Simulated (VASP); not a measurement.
Here is a VASP 6.6.1 calculation.

Contents of INCAR:

```
PREC = Accurate ; ENCUT = 520
EDIFF = 1E-6 ; ISMEAR = -1
SIGMA = 0.1 ; LREAL = F
LASPH = T ; NELM = 100
ALGO = Normal ; ISIF = 2
LWAVE = F ; LCHARG = F
GGA = PE ; IVDW = 12
NBANDS = 86
```

Contents of KPOINTS:

```
regular mesh
0
Gamma
  3 2 3
```

The input POSCAR:

```
Zr12C
1.0
    6.4600000000      0.0000000000      0.0000000000
   -4.8450000000      8.3917860000      0.0000000000
    0.0000000000      0.0000000000      5.1453900000
Zr C
12 1
Direct
   -0.0852292858     -0.0430301726      0.0898668517
    0.1996457566      0.2371128148      0.4664563813
   -0.0159996955      0.3110303337     -0.0177051691
    0.1956409054      0.5605243032      0.5038102068
   -0.0231459601      0.6555577085     -0.0543982089
    0.2003910116      0.9052065913      0.5238864304
    0.4850478736      0.0079482484      0.0383838737
    0.6618118120      0.2168429939      0.4837145484
    0.5167464022      0.3414410234     -0.0193182635
    0.7009530395      0.5801148885      0.4343888413
    0.4592254300      0.6619806558      0.0004275672
    0.6820298825      0.8951729703      0.5612402558
    0.3368753870      0.4504881321      0.6973621047
```

Potentials or basis: VASP PAW PBE potentials, release 64 (Zr_sv, C).

Command:

```bash
$ cat potpaw_PBE.64/Zr_sv/POTCAR potpaw_PBE.64/C/POTCAR > POTCAR
$ mpirun -np 1 vasp_std > vasp.out
```

(1) What does it give for the largest force?

(2) Estimate the band gap on the k mesh.

Answers

(1) 3.565 eV/Å.

(2) zero (bands 74 and 75 overlap by 0.11 eV).

Caveat: the k points lie up to 0.41 Å⁻¹ apart; the atoms stand as in a frame of molecular dynamics.
